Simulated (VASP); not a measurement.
# C (Pm) in VASP: a series of runs

Runs on C. Level: PBE+D3(BJ). Tasks: single point.

Everything below comes from runs of VASP 6.6.1. Logs are shortened: lines on timing, memory, paths and dates and some standing lists are left out, and cuts for length are marked.

### 1 The cell of the first run

The structure is monoclinic, space group Pm (No. 6). Conventional cell: a = 2.465 Å, b = 6.799 Å, c = 2.465 Å, α = 90.00°, β = 119.98°, γ = 90.00°. C (site symmetry m) has 3 C at 1.26 to 1.51 Å within 1.7 Å. C (site symmetry m) has 3 C at 1.42 Å within 1.9 Å. Within 1.9 Å of C (site symmetry m) lie 3 C at 1.42 Å. Within 1.7 Å of C (site symmetry m) lie 3 C at 1.26 to 1.51 Å.

### 2 Single point, PBE+D3(BJ) (atom 1 (C) moved +0.160 Å towards its neighbour atom 4 (C) at 1.423 Å)

Contents of INCAR:

```
SYSTEM = C
  PREC = Accurate
  ENCUT = 520
  EDIFF = 1E-6
  ISMEAR = 0
  SIGMA = 0.15
  LREAL = .False.
  LASPH = .True.
  NELM = 60
  ALGO = Normal
  ISIF = 2
  LWAVE = .False.
  LCHARG = .False.
  GGA = PE
  IVDW = 12
  NBANDS = 16
```

Contents of KPOINTS:

```
regular mesh
0
Gamma
  22 22 8
  0 0 0
```

Contents of POSCAR:

```
C
1.0
    1.2327689981     -2.1341461166      0.0000000000
    1.2327689981      2.1341461166      0.0000000000
    0.0000000000      0.0000000000      6.7989836842
C
4
Direct
    0.0083669940      0.8792104185      0.7500000000
    0.5833101797      0.4166898203      0.2500000000
    0.9166898203      0.0833101797      0.2500000000
    0.4166898203      0.5833101797      0.7500000000
```

Potentials or basis: VASP PAW PBE potentials, release 64 (C).

Launch:

```bash
$ cat potpaw_PBE.64/C/POTCAR > POTCAR
$ mpirun -np 1 vasp_std > vasp.out
```

OUTCAR:

```text
SYSTEM = C
   PREC = Accurate
   ENCUT = 520
   EDIFF = 1E-6
   ISMEAR = 0
   LREAL = .False.
   LASPH = .True.
   NELM = 60
   ISIF = 2
   GGA = PE
   IVDW = 12
 IVDW          = 12

 ion  position               nearest neighbor table
   1  0.008  0.879  0.750-   4 1.26   4 1.51   4 1.51
   2  0.583  0.417  0.250-   3 1.42   3 1.42   3 1.42
   3  0.917  0.083  0.250-   2 1.42   2 1.42   2 1.42
   4  0.417  0.583  0.750-   1 1.26   1 1.51   1 1.51

  LATTYP: Found a base centered orthorhombic cell.
 ALAT       =     2.4655379962
 B/A-ratio  =     1.7311808781
 C/A-ratio  =     2.7576065324

  Lattice vectors:

 A1 = (   1.2327689981,  -2.1341461166,   0.0000000000)
 A2 = (   1.2327689981,   2.1341461166,   0.0000000000)
 A3 = (   0.0000000000,   0.0000000000,   6.7989836842)

Analysis of symmetry for initial positions (statically):
=====================================================================
 Subroutine PRICEL returns:
 Original cell was already a primitive cell.

 Routine SETGRP: Setting up the symmetry group for a
 base centered orthorhombic supercell.

 Subroutine GETGRP returns: Found  2 space group operations
 (whereof  1 operations were pure point group operations)
 out of a pool of  8 trial point group operations.

The static configuration has the point symmetry C_1 .
 The point group associated with its full space group is C_1h.

Analysis of symmetry for dynamics (positions and initial velocities):
=====================================================================
 Subroutine PRICEL returns:
 Original cell was already a primitive cell.

 Routine SETGRP: Setting up the symmetry group for a
 base centered orthorhombic supercell.

 Subroutine GETGRP returns: Found  2 space group operations
 (whereof  1 operations were pure point group operations)
 out of a pool of  8 trial point group operations.

The dynamic configuration has the point symmetry C_1 .
 The point group associated with its full space group is C_1h.

 Subroutine INISYM returns: Found  2 space group operations
 (whereof  1 operations are pure point group operations),
 and found     1 'primitive' translations

----------------------------------------------------------------------------------------

                                     Primitive cell

  volume of cell :      35.7750

  direct lattice vectors                    reciprocal lattice vectors
     1.232768998 -2.134146117  0.000000000     0.405590991 -0.234285739  0.000000000
     1.232768998  2.134146117  0.000000000     0.405590991  0.234285739  0.000000000
     0.000000000  0.000000000  6.798983684     0.000000000  0.000000000  0.147080806

  length of vectors
     2.464609310  2.464609310  6.798983684     0.468394983  0.468394983  0.147080806

  position of ions in fractional coordinates (direct lattice)
     0.008366994  0.879210419  0.750000000
     0.583310180  0.416689820  0.250000000
     0.916689820  0.083310180  0.250000000
     0.416689820  0.583310180  0.750000000

  ion indices of the primitive-cell ions
   primitive index   ion index
                 1           1
                 2           2
                 3           3
                 4           4

----------------------------------------------------------------------------------------

 KPOINTS: regular mesh

Automatic generation of k-mesh.
 Grid dimensions read from file:
 generate k-points for:   22   22    8

 Generating k-lattice:

  Cartesian coordinates                     Fractional coordinates (reciprocal lattice)
     0.018435954 -0.010649352  0.000000000     0.045454545  0.000000000  0.000000000
     0.018435954  0.010649352  0.000000000     0.000000000  0.045454545  0.000000000
     0.000000000  0.000000000  0.018385101     0.000000000  0.000000000  0.125000000

  Length of vectors
     0.021290681  0.021290681  0.018385101

  Shift w.r.t. Gamma in fractional coordinates (k-lattice)
     0.000000000  0.000000000  0.000000000

 Subroutine IBZKPT returns following result:
 ===========================================

 Found   1220 irreducible k-points:

 Following reciprocal coordinates:
            Coordinates               Weight
  0.000000  0.000000  0.000000      1.000000
  0.045455  0.000000  0.000000      2.000000
  0.000000  0.045455  0.000000      2.000000
  0.090909  0.000000  0.000000      2.000000
  0.000000  0.090909  0.000000      2.000000
  0.136364  0.000000  0.000000      2.000000
[... 16 lines left out ...]
  0.000000  0.500000  0.000000      1.000000
  0.045455  0.045455  0.000000      2.000000
 [... further k-points ...]
   k-points           NKPTS =   1220   k-points in BZ     NKDIM =   1220   number of bands    NBANDS=     16
   number of dos      NEDOS =    301   number of ions     NIONS =      4
   total plane-waves  NPLWV =  17496
   dimension x,y,z NGX =    18 NGY =   18 NGZ =   54
   dimension x,y,z NGXF=    36 NGYF=   36 NGZF=  108
   ions per type =               4
   NGX,Y,Z   is equivalent  to a cutoff of  12.14, 12.14, 13.20 a.u.
   NGXF,Y,Z  is equivalent  to a cutoff of  24.28, 24.28, 26.41 a.u.
 SYSTEM =  C
   PREC   = accura    normal or accurate (medium, high low for compatibility)
   ISTART =      0    job   : 0-new  1-cont  2-samecut
   ICHARG =      2    charge: 1-file 2-atom 10-const
   ISPIN  =      1    spin polarized calculation?
   LNONCOLLINEAR =      F non collinear calculations
   LSORBIT =      F    spin-orbit coupling
   LASPH  =      T    aspherical Exc in radial PAW
   ENCUT  =  520.0 eV  38.22 Ry    6.18 a.u.   4.58  4.58 12.64*2*pi/ulx,y,z
   NELM   =     60;   NELMIN=  2; NELMDL= -5     # of ELM steps
   EDIFF  = 0.1E-05   stopping-criterion for ELM
   LREAL  =      F    real-space projection
   EDIFFG = 0.1E-04   stopping-criterion for IOM
   NSW    =      0    number of steps for IOM
   IBRION =     -1    ionic relax: 0-MD 1-quasi-New 2-CG
   NFREE  =      0    steps in history (QN), initial steepest desc. (CG)
   ISIF   =      2    stress and relaxation
   ISYM   =      2    0-nonsym 1-usesym 2-fastsym
   POTIM  = 0.5000    time-step for ionic-motion
   TEBEG  =    0.0;   TEEND  =   0.0 temperature during run
   PSTRESS=    0.0 pullay stress
   NELECT =      16.0000    total number of electrons
   NUPDOWN=      -1.0000    fix difference up-down
   EMIN   =  10.00;   EMAX   =-10.00  energy-range for DOS
   EFERMI =   0.00;   METHOD = LEGACY
   ISMEAR =     0;   SIGMA  =   0.15  broadening in eV -4-tet -1-fermi 0-gaus
   EFERMI_NEDOS =   21; number of points for ismear=-14 and -15
   IALGO  =     38    algorithm
   IMIX   =      4    mixing-type and parameters
     AMIX     =   0.40;   BMIX     =  1.00
     AMIX_MAG =   1.60;   BMIX_MAG =  1.00
  volume/ion in A,a.u.               =       8.94        60.36
  Fermi-wavevector in a.u.,A,eV,Ry     =   1.251954  2.365849 21.325603  1.567388
  Thomas-Fermi vector in A             =   2.385877
   LORBIT       =      0    0 simple, 1 ext, 2 COOP (PROOUT), +10 PAW based schemes
   GGA     = PE    functional components
   LHFCALC =     F    Hartree Fock is set to
   AEXX    =    0.0000 exact exchange contribution
   IVDW    =    12    specifies the selected vdW correction
   LEPSILON=     F    determine dielectric tensor
   LRPA    =     F    only Hartree local field effects (RPA)
 non-spin polarized calculation
 Gauss-broadening in eV      SIGMA  =   0.15
  energy-cutoff  :      520.00
  volume of cell :       35.78
 maximum number of plane-waves:       986
   NGX =  9   NGY =  9   NGZ = 25

 number of electron      15.9999999 magnetization

 Free energy of the ion-electron system (eV)
  ---------------------------------------------------
  ext. energy  EPLUGINS =         0.00000000
  ---------------------------------------------------
  free energy    TOTEN  =       -36.06196893 eV

  energy without entropy =      -36.06113636  energy(sigma->0) =      -36.06155264

 E-fermi :   4.3443     XC(G=0): -10.2159

 val. band max:        4.3330413361   @ k =   0.4091   0.1818   0.3750
 cond. band min:       4.3614810624   @ k =   0.3636   0.3182   0.1250
 fundamental gap:      0.0284397263
 Fermi energy:         4.3442808849

 k-point     1 :       0.0000    0.0000    0.0000
  band No.  band energies     occupation
      1     -15.1004      2.00000
      2     -14.8232      2.00000
      3      -3.9331      2.00000
      4      -2.1057      2.00000
      5      -0.5355      2.00000
      6       1.4960      2.00000
[... 8 lines left out ...]
     15      15.9607      0.00000
     16      16.3335      0.00000

 k-point     2 :       0.0455    0.0000    0.0000
  band No.  band energies     occupation
      1     -15.0518      2.00000
      2     -14.7759      2.00000
      3      -3.8724      2.00000
      4      -2.0483      2.00000
      5      -0.6713      2.00000
      6       1.2972      2.00000
[... 8 lines left out ...]
     15      15.7824      0.00000
     16      16.1399      0.00000

 k-point     3 :       0.0000    0.0455    0.0000
  band No.  band energies     occupation
      1     -15.0512      2.00000
      2     -14.7750      2.00000
      3      -3.8741      2.00000
      4      -2.0508      2.00000
      5      -0.6299      2.00000
      6       1.2964      2.00000
[... 8 lines left out ...]
     15      15.7850      0.00000
     16      16.1831      0.00000

 k-point     4 :       0.0909    0.0000    0.0000
  band No.  band energies     occupation
      1     -14.9063      2.00000
      2     -14.6341      2.00000
      3      -3.6906      2.00000
      4      -1.8762      2.00000
      5      -1.0652      2.00000
      6       0.7299      2.00000
[... 8 lines left out ...]
     15      15.2798      0.00000
     16      15.6275      0.00000
[... 324 lines left out ...]
 k-point    22 :       0.5000    0.0000    0.0000
  band No.  band energies     occupation
      1     -10.0414      2.00000
      2      -9.7245      2.00000
      3      -8.9644      2.00000
      4      -8.6735      2.00000
      5      -1.8785      2.00000
      6      -0.9103      2.00000
[... 8 lines left out ...]
     15      19.0990      0.00000
     16      19.5550      0.00000

 k-point    23 :       0.0000    0.5000    0.0000
  band No.  band energies     occupation
      1     -10.2100      2.00000
      2      -9.7515      2.00000
      3      -8.7024      2.00000
      4      -7.9273      2.00000
      5      -1.9673      2.00000
      6      -1.8778      2.00000
[... 8 lines left out ...]
     15      18.8089      0.00000
     16      19.0228      0.00000

 k-point    24 :       0.0455    0.0455    0.0000
  band No.  band energies     occupation
      1     -14.9542      2.00000
      2     -14.6805      2.00000
      3      -3.7528      2.00000
      4      -1.9364      2.00000
      5      -0.8934      2.00000
      6       0.9243      2.00000
[... 8 lines left out ...]
     15      15.4312      0.00000
     16      15.8327      0.00000

 [... further k-points ...]

------------------------ aborting loop because EDIFF is reached ----------------------------------------

 Edisp (eV)   -0.61608

 E8    (eV) :    -0.1742

  FORCE on cell =-STRESS in cart. coord.  units (eV):
  Direction    XX          YY          ZZ          XY          YZ          ZX
  --------------------------------------------------------------------------------------
  -------------------------------------------------------------------------------------
  Total       3.70056     1.14473     0.03664    -2.20272     0.00000     0.00000
  in kB     165.72884    51.26670     1.64107   -98.64822     0.00000     0.00000
  external pressure =       72.88 kB  Pullay stress =        0.00 kB

 VOLUME and BASIS-vectors are now :
 -----------------------------------------------------------------------------
  energy-cutoff  :      520.00
  volume of cell :       35.78
      direct lattice vectors                 reciprocal lattice vectors
     1.232768998 -2.134146117  0.000000000     0.405590991 -0.234285739  0.000000000
     1.232768998  2.134146117  0.000000000     0.405590991  0.234285739  0.000000000
     0.000000000  0.000000000  6.798983684     0.000000000  0.000000000  0.147080806

 POSITION                                       TOTAL-FORCE (eV/Angst)
 -----------------------------------------------------------------------------------
      1.09418      1.85851      5.09924         9.101667     -5.237458      0.000000
      1.23277     -0.35559      1.69975        -0.035335     -0.018981      0.000000
      1.23277     -1.77855      1.69975         0.031875      0.015403      0.000000
      1.23277      0.35559      5.09924        -9.098206      5.241035      0.000000
 -----------------------------------------------------------------------------------
    total drift:                                0.000135     -0.000077      0.000000

  FREE ENERGIE OF THE ION-ELECTRON SYSTEM (eV)
  ---------------------------------------------------
  free  energy   TOTEN  =       -36.6780486001 eV

  energy  without entropy=      -36.6772160332  energy(sigma->0) =      -36.67763232
```

Run time: 8.7 min. Hardware: 1 thread of Intel Xeon Platinum 8259CL at 2.50GHz (Skylake/Cascade Lake), shared host; peak memory 0.56 GiB.

Results:

```yaml
Free_energy: -36.6780 eV
Pressure: 7.3 GPa
Largest_force: 10.501 eV/Å
Band_gap_on_the_k_mesh: zero (band 8 reaches 4.40 eV, above the bottom of band 9 at 4.30 eV)
Dispersion_energy_per_atom: -0.154 eV
```

Forces on the atoms (eV/Å):
```
C    9.102 -5.237  0.000
C   -0.035 -0.019  0.000
C    0.032  0.015  0.000
C   -9.098  5.241  0.000
```

Stress tensor (GPa, compression positive):
```
16.57 -9.86  0.00
-9.86  5.13  0.00
 0.00  0.00  0.16
```

Levels at points of the mesh, in eV from the Fermi level:
```
           k point  band 5  band 6  band 7  band 8  band 9  band 10  band 11  band 12
(0.00, 0.00, 0.00)   -4.88   -2.85   -2.84   -0.24    4.41     5.57     8.51     8.51
(0.50, 0.00, 0.00)   -6.22   -5.25   -2.33   -1.01    0.31     2.12     7.58     8.20
(0.00, 0.50, 0.00)   -6.31   -6.22   -2.84   -2.25    2.00     3.13     6.55     7.58
(0.50, 0.50, 0.00)   -6.32   -6.23   -3.14   -1.73    1.50     3.40     6.52     7.58
(0.00, 0.00, 0.50)   -4.88   -2.85   -2.84   -0.24    5.57     6.88     6.96     8.51
(0.50, 0.00, 0.50)   -6.22   -5.25   -2.20   -0.86    0.09     1.83     7.57     8.20
(0.00, 0.50, 0.50)   -6.31   -6.22   -2.77   -2.19    1.82     2.91     6.55     7.57
(0.50, 0.50, 0.50)   -6.32   -6.23   -2.76   -2.19    1.84     2.92     6.54     7.56
```

Caveat: the cell differs from its parent crystal (atom 1 (C) moved +0.160 Å towards its neighbour atom 4 (C) at 1.423 Å); forces of over 1 eV/Å act on the atoms, so gaps and moduli don't describe the material at rest.

### 3 Single point, PBE+D3(BJ) (atom 1 (C) moved -0.160 Å towards its neighbour atom 4 (C) at 1.423 Å)

Contents of INCAR:

```
PREC = Accurate
ENCUT = 520
EDIFF = 1E-6
ISMEAR = 0
SIGMA = 0.15
LREAL = F
LASPH = T
NELM = 60
ALGO = Normal
ISIF = 2
LWAVE = F
LCHARG = F
GGA = PE
IVDW = 12
NBANDS = 16
```

Contents of KPOINTS:

```
regular mesh
0
Gamma
  22 22 8
```

Changes to POSCAR since step 2:

```diff
@@ -8,3 +8,3 @@
 Direct
-    0.0083669940      0.8792104185      0.7500000000
+    0.1582533654      0.9541692221      0.7500000000
     0.5833101797      0.4166898203      0.2500000000
```

Potentials or basis: VASP PAW PBE potentials, release 64 (C).

Launch:

```bash
$ cat potpaw_PBE.64/C/POTCAR > POTCAR
$ mpirun -np 1 vasp_std > vasp.out
```

Run time: 8.4 min. Hardware: 1 thread of Intel Xeon Platinum 8488C (Sapphire Rapids), shared host; peak memory 0.55 GiB.

Results (log left out):

```
Free energy                : -36.8671 eV
Pressure                   : 5.1 GPa
Largest force              : 6.873 eV/Å
Band gap on the k mesh     : 0.33 eV, indirect (least direct gap 0.43 eV)
Dispersion energy per atom : -0.154 eV
```

Forces in eV/Å, atoms in the order of the input:
```
C   -5.979  3.389  0.000
C    0.025  0.006  0.000
C   -0.019 -0.004  0.000
C    5.973 -3.391  0.000
```

Stress tensor (GPa, compression positive):
```
 3.92  6.59  0.00
 6.59 11.44  0.00
 0.00  0.00 -0.05
```

Levels at points of the mesh, in eV from the valence-band top:
```
           k point  band 4  band 5  band 6  band 7  band 8  band 9  band 10  band 11  band 12  band 13
(0.00, 0.00, 0.00)   -6.52   -5.12   -2.91   -2.91   -0.21    4.33     5.46     8.44     8.45    10.34
(0.50, 0.00, 0.00)  -11.85   -7.45   -6.29   -3.27   -2.31    1.92     3.86     7.20     7.51    11.32
(0.00, 0.50, 0.00)  -13.11   -6.29   -5.36   -2.36   -1.82    1.20     1.99     6.85     7.51    11.27
(0.50, 0.50, 0.00)  -13.11   -6.30   -5.37   -2.67   -1.21    0.65     2.24     6.80     7.53    11.34
(0.00, 0.00, 0.50)   -7.52   -5.12   -2.91   -2.91   -0.21    5.46     6.81     6.88     8.44     8.45
(0.50, 0.00, 0.50)  -11.85   -7.45   -6.29   -3.21   -2.25    1.75     3.61     7.20     7.51    12.45
(0.00, 0.50, 0.50)  -13.12   -6.29   -5.36   -2.26   -1.72    0.99     1.76     6.85     7.51    12.64
(0.50, 0.50, 0.50)  -13.12   -6.30   -5.37   -2.25   -1.72    1.00     1.76     6.84     7.49    12.54
```

Caveat: the cell differs from its parent crystal (atom 1 (C) moved -0.160 Å towards its neighbour atom 4 (C) at 1.423 Å); forces of over 1 eV/Å act on the atoms, so gaps and moduli don't describe the material at rest. A k mesh can miss the band edges.
